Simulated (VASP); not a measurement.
# Si (I4_1/amd) in VASP: notebook

Runs on Si. Level: PBE. Tasks: single point.

All numbers are computed with VASP 6.6.1; they aren't measurements. Logs are shortened: lines on timing, memory, paths and dates and some standing lists are left out, and cuts for length are marked.

## Step 1: The cell of the first run

Symmetry: I4_1/amd, No. 141, tetragonal system. The conventional cell has a = 3.732 Å, b = 3.732 Å, c = 5.852 Å, α = 90.00°, β = 90.00°, γ = 90.00°. Within 3.1 Å of Si (site symmetry -4m2) lie 4 Si at 2.37 Å.

## Step 2: Single point, PBE

Input file INCAR:

```
SYSTEM = Si
PREC     = Accurate       ! precision mode
ENCUT    = 520            ! plane-wave cutoff, eV
EDIFF    = 1E-6           ! SCF threshold, eV
ISMEAR   = 0              ! smearing method
SIGMA    = 0.05           ! smearing width, eV
LREAL    = .FALSE.        ! projectors in reciprocal space
LASPH    = .TRUE.         ! aspherical terms in the spheres
NELM     = 60             ! most SCF steps
ALGO     = Normal         ! electronic algorithm
ISIF     = 2              ! what is computed and relaxed
LWAVE    = .FALSE.        ! write WAVECAR
LCHARG   = .FALSE.        ! write CHGCAR
GGA      = PE             ! functional
NBANDS   = 11             ! bands
```

Input file KPOINTS:

```
regular mesh
0
G
  8 8 8
  0 0 0
```

Input file POSCAR:

```
Si
1.0
    0.0000000000      2.6390440277      2.9261938960
    2.6390440277      0.0000000000      2.9261938960
    2.6390440277      2.6390440277      0.0000000000
Si
2
Direct
    0.5000000000      0.5000000000      0.5000000000
    0.7500000000      0.7500000000      0.7500000000
```

Potentials or basis: VASP PAW PBE potentials, release 64 (Si).

Started as:

```bash
$ cat potpaw_PBE.64/Si/POTCAR > POTCAR
$ mpirun -np 1 vasp_std > vasp.out
```

OUTCAR:

```text
SYSTEM = Si
   PREC = Accurate
   ENCUT = 520
   EDIFF = 1E-6
   ISMEAR = 0
   LREAL = .FALSE.
   LASPH = .TRUE.
   NELM = 60
   ISIF = 2
   GGA = PE

 ion  position               nearest neighbor table
   1  0.500  0.500  0.500-   2 2.37   2 2.37   2 2.37   2 2.37
   2  0.750  0.750  0.750-   1 2.37   1 2.37   1 2.37   1 2.37

  LATTYP: Found a body centered tetragonal cell.
 ALAT       =     3.7321718557
 C/A-ratio  =     1.5680917220

  Lattice vectors:

 A1 = (  -2.6390440277,   0.0000000000,   2.9261938960)
 A2 = (   2.6390440277,   0.0000000000,   2.9261938960)
 A3 = (   0.0000000000,   2.6390440277,  -2.9261938960)

Analysis of symmetry for initial positions (statically):
=====================================================================
 Subroutine PRICEL returns:
 Original cell was already a primitive cell.

 Routine SETGRP: Setting up the symmetry group for a
 body centered tetragonal supercell.

 Subroutine GETGRP returns: Found 16 space group operations
 (whereof  8 operations were pure point group operations)
 out of a pool of 16 trial point group operations.

The static configuration has the point symmetry D_2d.
 The point group associated with its full space group is D_4h.

Analysis of symmetry for dynamics (positions and initial velocities):
=====================================================================
 Subroutine PRICEL returns:
 Original cell was already a primitive cell.

 Routine SETGRP: Setting up the symmetry group for a
 body centered tetragonal supercell.

 Subroutine GETGRP returns: Found 16 space group operations
 (whereof  8 operations were pure point group operations)
 out of a pool of 16 trial point group operations.

The dynamic configuration has the point symmetry D_2d.
 The point group associated with its full space group is D_4h.

 Subroutine INISYM returns: Found 16 space group operations
 (whereof  8 operations are pure point group operations),
 and found     1 'primitive' translations

----------------------------------------------------------------------------------------

                                     Primitive cell

  volume of cell :      40.7593

  direct lattice vectors                    reciprocal lattice vectors
     0.000000000  2.639044028  2.926193896    -0.189462546  0.189462546  0.170870427
     2.639044028  0.000000000  2.926193896     0.189462546 -0.189462546  0.170870427
     2.639044028  2.639044028  0.000000000     0.189462546  0.189462546 -0.170870427

[... 85 lines left out ...]
   EDIFFG = 0.1E-04   stopping-criterion for IOM
   NSW    =      0    number of steps for IOM
   IBRION =     -1    ionic relax: 0-MD 1-quasi-New 2-CG
   NFREE  =      0    steps in history (QN), initial steepest desc. (CG)
   ISIF   =      2    stress and relaxation
   ISYM   =      2    0-nonsym 1-usesym 2-fastsym
   POTIM  = 0.5000    time-step for ionic-motion
   TEBEG  =    0.0;   TEEND  =   0.0 temperature during run
   PSTRESS=    0.0 pullay stress
   NELECT =       8.0000    total number of electrons
   NUPDOWN=      -1.0000    fix difference up-down
   EMIN   =  10.00;   EMAX   =-10.00  energy-range for DOS
   EFERMI =   0.00;   METHOD = LEGACY
   ISMEAR =     0;   SIGMA  =   0.05  broadening in eV -4-tet -1-fermi 0-gaus
   EFERMI_NEDOS =   21; number of points for ismear=-14 and -15
   IALGO  =     38    algorithm
   IMIX   =      4    mixing-type and parameters
     AMIX     =   0.40;   BMIX     =  1.00
     AMIX_MAG =   1.60;   BMIX_MAG =  1.00
  volume/ion in A,a.u.               =      20.38       137.53
  Fermi-wavevector in a.u.,A,eV,Ry     =   0.951399  1.797883 12.315451  0.905160
  Thomas-Fermi vector in A             =   2.079865
   LORBIT       =      0    0 simple, 1 ext, 2 COOP (PROOUT), +10 PAW based schemes
   GGA     = PE    functional components
   LHFCALC =     F    Hartree Fock is set to
   AEXX    =    0.0000 exact exchange contribution
   IVDW    =     0    specifies the selected vdW correction
   LEPSILON=     F    determine dielectric tensor
   LRPA    =     F    only Hartree local field effects (RPA)
 non-spin polarized calculation
 Gauss-broadening in eV      SIGMA  =   0.05
  energy-cutoff  :      520.00
  volume of cell :       40.76
 maximum number of plane-waves:      1114
 NGX is ok and might be reduce to    30

 number of electron       8.0000000 magnetization

 Free energy of the ion-electron system (eV)
  ---------------------------------------------------
  ext. energy  EPLUGINS =         0.00000000
  ---------------------------------------------------
  free energy    TOTEN  =       -10.74876803 eV

  energy without entropy =      -10.74860828  energy(sigma->0) =      -10.74868815

 E-fermi :   5.9771     XC(G=0):  -9.3515

 val. band max:        5.9442549975   @ k =   0.0000   0.0000   0.0000
 cond. band min:       6.0249782403   @ k =   0.3750   0.0000   0.3750
 fundamental gap:      0.0807232428
 Fermi energy:         5.9771472228

 k-point     1 :       0.0000    0.0000    0.0000
  band No.  band energies     occupation
      1      -6.1724      2.00000
      2       5.1268      2.00000
      3       5.9443      1.64780
      4       5.9443      1.64780
      5       8.1477      0.00000
      6       8.1477      0.00000
      7       8.5109      0.00000
      8       8.6437      0.00000
      9      12.4467      0.00000
     10      13.5584      0.00000
     11      14.3396      0.00000
[... 309 lines left out ...]
 k-point    24 :       0.3750    0.0000    0.1250
  band No.  band energies     occupation
      1      -4.5923      2.00000
      2       0.4132      2.00000
      3       3.6755      2.00000
      4       4.2910      2.00000
      5       7.5198      0.00000
      6       9.2393      0.00000
      7      10.3716      0.00000
      8      10.9006      0.00000
      9      14.5394      0.00000
     10      15.0728      0.00000
     11      16.1962      0.00000

 [... further k-points ...]
[... 5 lines left out ...]
  --------------------------------------------------------------------------------------
  -------------------------------------------------------------------------------------
  Total        0.9856336      0.9856336     -1.9686657      0.0000000     -0.0000000      0.0000000
  in kB       38.7435766     38.7435766    -77.3848942      0.0000000     -0.0000000      0.0000000
  external PRESSURE =       0.0340863 kB  Pullay stress =       0.0000000 kB

 VOLUME and BASIS-vectors are now :
 -----------------------------------------------------------------------------
  energy-cutoff  :      520.00
  volume of cell :       40.76
      direct lattice vectors                 reciprocal lattice vectors
     0.000000000  2.639044028  2.926193896    -0.189462546  0.189462546  0.170870427
     2.639044028  0.000000000  2.926193896     0.189462546 -0.189462546  0.170870427
     2.639044028  2.639044028  0.000000000     0.189462546  0.189462546 -0.170870427

 POSITION                                       TOTAL-FORCE (eV/Angst)
 -----------------------------------------------------------------------------------
      2.63904      2.63904      2.92619        -0.000000     -0.000000     -0.000000
      3.95857      3.95857      4.38929         0.000000      0.000000      0.000000
 -----------------------------------------------------------------------------------
    total drift:                                0.000000     -0.000000     -0.000000

  FREE ENERGIE OF THE ION-ELECTRON SYSTEM (eV)
  ---------------------------------------------------
  free  energy   TOTEN  =       -10.7487680260 eV

  energy  without entropy=      -10.7486082837  energy(sigma->0) =      -10.74868815
```

OSZICAR:

```text
N       E                     dE             d eps       ncg     rms          rms(c)
DAV:   1     0.860902837660E+01    0.86090E+01   -0.32857E+03  1298   0.588E+02
DAV:   2    -0.103077807879E+02   -0.18917E+02   -0.18157E+02  1693   0.869E+01
DAV:   3    -0.109132067270E+02   -0.60543E+00   -0.60371E+00  1695   0.137E+01
DAV:   4    -0.109178105693E+02   -0.46038E-02   -0.46033E-02  1590   0.152E+00
DAV:   5    -0.109178594695E+02   -0.48900E-04   -0.48899E-04  1655   0.146E-01    0.473E+00
DAV:   6    -0.108012610924E+02    0.11660E+00   -0.65495E-02  1480   0.105E+00    0.287E+00
DAV:   7    -0.107473883163E+02    0.53873E-01   -0.12749E-01  1472   0.158E+00    0.168E-01
DAV:   8    -0.107485649471E+02   -0.11766E-02   -0.58546E-03  1477   0.410E-01    0.799E-02
DAV:   9    -0.107487433630E+02   -0.17842E-03   -0.18687E-04  1645   0.858E-02    0.628E-02
DAV:  10    -0.107487680301E+02   -0.24667E-04   -0.28048E-05  1530   0.291E-02    0.791E-03
DAV:  11    -0.107487680260E+02    0.41382E-08   -0.15367E-06  1665   0.656E-03
   1 F= -.10748768E+02 E0= -.10748688E+02  d E =-.159742E-03
```

stdout:

```text
POSCAR found type information on POSCAR Si
 POSCAR found :  1 types and       2 ions
 scaLAPACK will be used
 LDA part: xc-table for (Slater+PW92), standard interpolation
 POSCAR, INCAR and KPOINTS ok, starting setup
 FFT: planning ... GRIDC
 FFT: planning ... GRID_SOFT
 FFT: planning ... GRID
 WAVECAR not read
 entering main loop
```

Wall time 12 s (1 thread of Intel Xeon Platinum 8488C (Sapphire Rapids), shared host); peak memory 0.16 GiB.

What came out:

```
Free energy            : -10.7488 eV
Pressure               : 0.0 GPa
Band gap on the k mesh : 0.08 eV, indirect (least direct gap 1.76 eV)
```

Stress tensor (GPa, compression positive):
```
 3.87  0.00  0.00
 0.00  3.87  0.00
 0.00  0.00 -7.74
```

Levels at points of the mesh, in eV from the valence-band top:
```
           k point  band 1  band 2  band 3  band 4  band 5  band 6  band 7  band 8
(0.00, 0.00, 0.00)  -12.12   -0.82    0.00    0.00    2.20    2.20    2.57    2.70
(0.50, 0.00, 0.00)   -9.81   -7.16   -1.97   -0.93    0.82    3.10    3.47    7.52
(0.50, 0.50, 0.00)   -8.43   -8.43   -2.54   -2.54    1.03    1.03    9.70    9.70
(0.50, 0.00, 0.50)   -7.83   -7.83   -3.31   -3.31    0.21    0.21    8.73    8.73
```

Caveat: the cell differs from its parent crystal (strain +e along x and -e along y +0.0000, strain +e along z and -e/2 along x and y +0.0700).

## Step 3: Single point, PBE

This run uses another cell than the first one, of the same volume but with other edges.

Input file INCAR:

```
PREC     = Accurate       # precision mode
ENCUT    = 520            # plane-wave cutoff, eV
EDIFF    = 1E-6           # SCF threshold, eV
ISMEAR   = 0              # smearing method
SIGMA    = 0.05           # smearing width, eV
LREAL    = False          # projectors in reciprocal space
LASPH    = True           # aspherical terms in the spheres
NELM     = 60             # most SCF steps
ALGO     = Normal         # electronic algorithm
ISIF     = 2              # what is computed and relaxed
LWAVE    = False          # write WAVECAR
LCHARG   = False          # write CHGCAR
GGA      = PE             # functional
NBANDS   = 11             # bands
```

Input file KPOINTS:

```
regular mesh
0
Gamma
  8 8 8
```

Input file POSCAR:

```
Si
1.0
    0.0000000000      2.8304772733      2.5433274050
    2.8304772733      0.0000000000      2.5433274050
    2.8304772733      2.8304772733      0.0000000000
Si
2
Direct
    0.5000000000      0.5000000000      0.5000000000
    0.7500000000      0.7500000000      0.7500000000
```

Potentials or basis: VASP PAW PBE potentials, release 64 (Si).

Started as:

```bash
$ cat potpaw_PBE.64/Si/POTCAR > POTCAR
$ mpirun -np 1 vasp_std > vasp.out
```

It took 12 s on 1 thread of Intel Xeon Platinum 8488C (Sapphire Rapids), shared host; peak memory 0.15 GiB.

It converged, with:

```
Free energy            : -10.7650 eV
Pressure               : -0.1 GPa
Band gap on the k mesh : zero (band 4 reaches 6.11 eV, above the bottom of band 5 at 5.67 eV)
```

Stress tensor (GPa, compression positive):
```
-2.83  0.00  0.00
 0.00 -2.83  0.00
 0.00  0.00  5.34
```

Levels at points of the mesh, in eV from the Fermi level:
```csv
k point,band 2,band 3,band 4,band 5,band 6,band 7
"(0.00, 0.00, 0.00)",-0.27,-0.27,0.39,2.28,2.69,2.69
"(0.50, 0.00, 0.00)",-6.94,-1.69,-0.79,1.12,2.90,4.03
"(0.50, 0.50, 0.00)",-7.41,-3.36,-3.36,0.15,0.15,9.76
"(0.50, 0.00, 0.50)",-8.01,-2.56,-2.56,0.99,0.99,9.00
```

Caveat: the cell differs from its parent crystal (strain +e along x and -e along y +0.0000, strain +e along z and -e/2 along x and y -0.0700).

## Step 4: Single point, PBE

Input file INCAR:

```
PREC = Accurate
ENCUT = 520
EDIFF = 1E-7
ISMEAR = 0
SIGMA = 0.05
LREAL = F
LASPH = T
NELM = 80
ALGO = Normal
ISIF = 2
LWAVE = F
LCHARG = F
GGA = PE
NBANDS = 11
```

Input file KPOINTS:

```
Automatic mesh
0
Gamma
  8 8 8
```

Input file POSCAR:

```
Si
1.0
    0.0000000000      2.7826189619      2.6390440277
    2.7826189619      0.0000000000      2.6390440277
    2.7826189619      2.7826189619      0.0000000000
Si
2
Direct
    0.5000000000      0.5000000000      0.5000000000
    0.7500000000      0.7500000000      0.7500000000
```

Potentials or basis: VASP PAW PBE potentials, release 64 (Si).

Started as:

```bash
$ cat potpaw_PBE.64/Si/POTCAR > POTCAR
$ mpirun -np 1 vasp_std > vasp.out
```

OUTCAR:

```text
PREC = Accurate
   ENCUT = 520
   EDIFF = 1E-7
   ISMEAR = 0
   LREAL = F
   LASPH = T
   NELM = 80
   ISIF = 2
   GGA = PE

 ion  position               nearest neighbor table
   1  0.500  0.500  0.500-   2 2.37   2 2.37   2 2.37   2 2.37
   2  0.750  0.750  0.750-   1 2.37   1 2.37   1 2.37   1 2.37

  LATTYP: Found a body centered tetragonal cell.
 ALAT       =     3.9352174748
 C/A-ratio  =     1.3412443122

  Lattice vectors:

 A1 = (   0.0000000000,  -2.7826189619,  -2.6390440277)
 A2 = (   0.0000000000,   2.7826189619,  -2.6390440277)
[... 516 lines left out ...]
      7      10.2142      0.00000
      8      11.2022      0.00000
      9      14.6392      0.00000
     10      14.9173      0.00000
     11      15.5095      0.00000

 [... further k-points ...]
[... 5 lines left out ...]
  --------------------------------------------------------------------------------------
  -------------------------------------------------------------------------------------
  Total       -0.4064501     -0.4064501      0.7793535      0.0000000      0.0000000      0.0000000
  in kB      -15.9343252    -15.9343252     30.5535002      0.0000000      0.0000000      0.0000000
  external PRESSURE =      -0.4383834 kB  Pullay stress =       0.0000000 kB

 VOLUME and BASIS-vectors are now :
 -----------------------------------------------------------------------------
  energy-cutoff  :      520.00
  volume of cell :       40.87
      direct lattice vectors                 reciprocal lattice vectors
     0.000000000  2.782618962  2.639044028    -0.179686837  0.179686837  0.189462546
     2.782618962  0.000000000  2.639044028     0.179686837 -0.179686837  0.189462546
     2.782618962  2.782618962  0.000000000     0.179686837  0.179686837 -0.189462546

 POSITION                                       TOTAL-FORCE (eV/Angst)
 -----------------------------------------------------------------------------------
      2.78262      2.78262      2.63904         0.000000      0.000000     -0.000000
      4.17393      4.17393      3.95857         0.000000      0.000000      0.000000
 -----------------------------------------------------------------------------------
    total drift:                                0.000000     -0.000000     -0.000000

  FREE ENERGIE OF THE ION-ELECTRON SYSTEM (eV)
  ---------------------------------------------------
  free  energy   TOTEN  =       -10.8243794940 eV

  energy  without entropy=      -10.8243239225  energy(sigma->0) =      -10.82435171
```

OSZICAR:

```text
N       E                     dE             d eps       ncg     rms          rms(c)
DAV:   1     0.763688226979E+01    0.76369E+01   -0.31897E+03  1298   0.577E+02
DAV:   2    -0.103907657576E+02   -0.18028E+02   -0.17225E+02  1754   0.860E+01
DAV:   3    -0.109886312790E+02   -0.59787E+00   -0.59546E+00  1690   0.132E+01
DAV:   4    -0.109929645656E+02   -0.43333E-02   -0.43328E-02  1614   0.142E+00
DAV:   5    -0.109930029430E+02   -0.38377E-04   -0.38377E-04  1614   0.124E-01    0.474E+00
DAV:   6    -0.108767671296E+02    0.11624E+00   -0.65116E-02  1487   0.105E+00    0.289E+00
DAV:   7    -0.108228990904E+02    0.53868E-01   -0.12746E-01  1492   0.158E+00    0.167E-01
DAV:   8    -0.108241509014E+02   -0.12518E-02   -0.57796E-03  1484   0.408E-01    0.794E-02
DAV:   9    -0.108243540800E+02   -0.20318E-03   -0.19761E-04  1595   0.865E-02    0.597E-02
DAV:  10    -0.108243788886E+02   -0.24809E-04   -0.23158E-05  1522   0.273E-02    0.599E-03
DAV:  11    -0.108243793018E+02   -0.41325E-06   -0.18543E-06  1620   0.712E-03    0.309E-03
DAV:  12    -0.108243794528E+02   -0.15100E-06   -0.45843E-07  1451   0.418E-03    0.188E-03
DAV:  13    -0.108243794940E+02   -0.41187E-07   -0.44678E-09   985   0.451E-04
   1 F= -.10824379E+02 E0= -.10824352E+02  d E =-.555715E-04
```

Wall time 19 s (1 thread of Intel Xeon Platinum 8488C (Sapphire Rapids), shared host); peak memory 0.16 GiB.

What came out:

| Quantity | Value |
| --- | --- |
| Free energy | -10.8244 eV |
| Pressure | 0.0 GPa |
| Band gap on the k mesh | 0.10 eV, indirect (least direct gap 2.20 eV) |

Caveat: the cell differs from its parent crystal (strain +e along x and -e along y +0.0000, strain +e along z and -e/2 along x and y -0.0350).

## Step 5: Single point, PBE

This run uses another cell than the first one, of the same volume but with other edges.

Input file INCAR:

```
  ALGO = Normal
  EDIFF = 1E-6
  ENCUT = 520
  GGA = PE
  ISIF = 2
  ISMEAR = 0
  LASPH = True
  LCHARG = False
  LREAL = False
  LWAVE = False
  NBANDS = 11
  NELM = 80
  PREC = Accurate
  SIGMA = 0.05
```

Input file KPOINTS:

```
k-points
0
Gamma
  8 8 8
```

Input file POSCAR:

```
Si
1.0
    0.0000000000      2.8065481176      2.5911857163
    2.8065481176      0.0000000000      2.5911857163
    2.8065481176      2.8065481176      0.0000000000
Si
2
Direct
    0.5000000000      0.5000000000      0.5000000000
    0.7500000000      0.7500000000      0.7500000000
```

Started as:

```bash
$ cat potpaw_PBE.64/Si/POTCAR > POTCAR
$ mpirun -np 1 vasp_std > vasp.out
```

It took 13 s on 1 thread of Intel Xeon Platinum 8488C (Sapphire Rapids), shared host; peak memory 0.16 GiB.

It converged, with:

- Free energy: -10.7991 eV
- Pressure: -0.1 GPa
- Band gap on the k mesh: zero (band 4 reaches 5.98 eV, above the bottom of band 5 at 5.81 eV)

Stress tensor (GPa, compression positive):
```
-2.24  0.00  0.00
 0.00 -2.24  0.00
 0.00  0.00  4.25
```

Levels at points of the mesh, in eV from the Fermi level:
```csv
k point,band 2,band 3,band 4,band 5,band 6,band 7
"(0.00, 0.00, 0.00)",-0.34,-0.34,0.17,2.21,2.51,2.51
"(0.50, 0.00, 0.00)",-7.05,-1.70,-1.01,1.12,2.89,3.68
"(0.50, 0.50, 0.00)",-7.62,-3.35,-3.35,0.17,0.17,9.68
"(0.50, 0.00, 0.50)",-8.07,-2.75,-2.75,0.80,0.80,9.18
```

Caveat: the cell differs from its parent crystal (strain +e along x and -e along y +0.0000, strain +e along z and -e/2 along x and y -0.0525).

## Step 6: Summary

| cell | gap on the mesh (eV) | pressure (GPa) |
| --- | --- | --- |
| a = 3.940, b = 3.940, c = 3.732 Å, angles 61.7, 61.7, 56.5°, 2 atoms | 0.08 | 0.0 |
| a = 3.805, b = 3.805, c = 4.003 Å, angles 58.3, 58.3, 63.5°, 2 atoms | none | -0.1 |
| a = 3.835, b = 3.835, c = 3.935 Å, angles 59.1, 59.1, 61.7°, 2 atoms | 0.10 | 0.0 |
| a = 3.820, b = 3.820, c = 3.969 Å, angles 58.7, 58.7, 62.6°, 2 atoms | none | -0.1 |

Alike in all rows: task single point; level PBE; potentials or basis VASP PAW PBE potentials, release 64 (Si); no spin polarisation; k mesh 8 × 8 × 8; cutoff (eV) 520; smearing gaussian 0.05 eV.

Absolute energies hang on the potentials; compare differences alone.
